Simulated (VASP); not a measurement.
Set up this calculation in VASP 6.6.1, as the native input.

```
Task                   : single point
Functional             : PBE
Potentials or basis    : VASP PAW PBE potentials, release 64 (Si, Ru_pv, Pd)
Cutoff                 : 520 eV
k mesh                 : 4 × 4 × 4
Occupations            : gaussian, width 0.2 eV
Spin                   : no spin polarisation
Dipole correction      : no
Further INCAR settings : ALGO = Normal; EDIFF = 1e-07; NBANDS = 51
```

The structure of SiPdRu5 lies in POSCAR:

```
SiPdRu5
1.0
    0.0000000000      4.3108035695      4.3108035695
    4.3108035695      0.0000000000      4.3108035695
    4.3108035695      4.3108035695      0.0000000000
Si Ru Pd
1 5 1
Direct
    0.7500000000      0.7500000000      0.7500000000
    0.0972318002      0.0972318002      0.0972318002
    0.0972318002      0.0972318002      0.7083045995
    0.0972318002      0.7083045995      0.0972318002
    0.7083045995      0.0972318002      0.0972318002
    0.5000000000      0.5000000000      0.5000000000
    0.2500000000      0.2500000000      0.2500000000
```

These files were run (other wordings do the same):

INCAR

```
PREC     = Accurate       # precision mode
ENCUT    = 520            # plane-wave cutoff, eV
EDIFF    = 1E-7           # SCF threshold, eV
ISMEAR   = 0              # smearing method
SIGMA    = 0.2            # smearing width, eV
LREAL    = False          # projectors in reciprocal space
LASPH    = True           # aspherical terms in the spheres
NELM     = 60             # most SCF steps
ALGO     = Normal         # electronic algorithm
ISIF     = 2              # what is computed and relaxed
LWAVE    = False          # write WAVECAR
LCHARG   = True           # write CHGCAR
GGA      = PE             # functional
LELF     = True           # ELF
LVHAR    = True         
NBANDS   = 51             # bands
```

KPOINTS

```
regular mesh
0
Gamma
  4 4 4
```

Potentials or basis: VASP PAW PBE potentials, release 64 (Si, Ru_pv, Pd).

The run is started by

```sh
$ cat potpaw_PBE.64/Si/POTCAR potpaw_PBE.64/Ru_pv/POTCAR potpaw_PBE.64/Pd/POTCAR > POTCAR
$ mpirun -np 1 vasp_std > vasp.out
```

Results of the run:

```json
{"Pressure": "0.1 GPa", "Largest force": "0.127 eV/Å", "Band gap on the k mesh": "zero (band 42 reaches 5.61 eV, above the bottom of band 43 at 5.42 eV)"}
```

Run time: 60 s on 1 thread of Intel(R) Xeon(R) 6975P-C (Granite Rapids), on a shared host, peak memory 0.34 GiB.
